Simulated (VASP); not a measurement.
**KCd2P2: single point with PBE**

KCd2P2:

```xyz
5
Lattice="0.0000 2.9913 6.5939 2.9587 0.0000 6.5939 2.9587 2.9913 0.0000" Properties=species:S:1:pos:R:3 pbc="T T T"
K     0.0000    0.0000    0.0000
Cd    2.9587    2.9913    4.7634
Cd    2.9587    2.9913    8.4244
P     4.4381    4.4870    9.8909
P     1.4794    1.4957    3.2970
```

The cell was generated, and may not be a known phase.

- Program: VASP 6.6.1
- Task: single point
- Functional: PBE
- Potentials or basis: VASP PAW PBE potentials, release 64 (K_sv, Cd, P)
- Cutoff: 500 eV
- k mesh: 4 × 4 × 4
- Occupations: gaussian, width 0.1 eV
- Spin: no spin polarisation

```json
{
  "Pressure": "7.5 GPa",
  "Largest force": "2.039 eV/Å",
  "Band gap on the k mesh": "zero (an odd number of electrons rules out a gap without spin polarisation)"
}
```

Forces on the atoms (eV/Å):
```
K    0.000  0.000  0.000
Cd   0.000  0.000  2.039
Cd   0.000  0.000 -2.039
P    0.000  0.000  0.000
P    0.000  0.000  0.000
```

Stress tensor (GPa, compression positive):
```
 8.99  0.00  0.00
 0.00 10.50  0.00
 0.00  0.00  3.00
```

Levels at points of the mesh, in eV from the Fermi level:
```csv
k point,band 18,band 19,band 20,band 21,band 22,band 23,band 24,band 25
"(0.00, 0.00, 0.00)",-3.59,-3.48,-2.92,0.25,1.30,1.50,1.51,3.54
"(0.50, 0.00, 0.00)",-4.04,-1.89,-1.81,-1.72,-1.62,-0.40,1.12,3.16
"(0.50, 0.50, 0.00)",-3.61,-3.50,-0.46,0.28,0.34,1.35,1.38,1.60
"(0.50, 0.00, 0.50)",-6.41,-2.98,-2.91,-1.38,0.90,2.74,2.98,3.11
"(0.00, 0.50, 0.50)",-6.42,-2.99,-2.91,-1.41,0.97,2.83,2.97,3.09
```

It took 55 s on 1 thread of Oxide Virtual Turin-like Processor (shared host), peak memory 0.27 GiB.

Caveat: the k points lie up to 0.39 Å⁻¹ apart, too coarse for converged energies and pressures of a metal; forces of over 1 eV/Å act on the atoms, so gaps and moduli don't describe the material at rest.
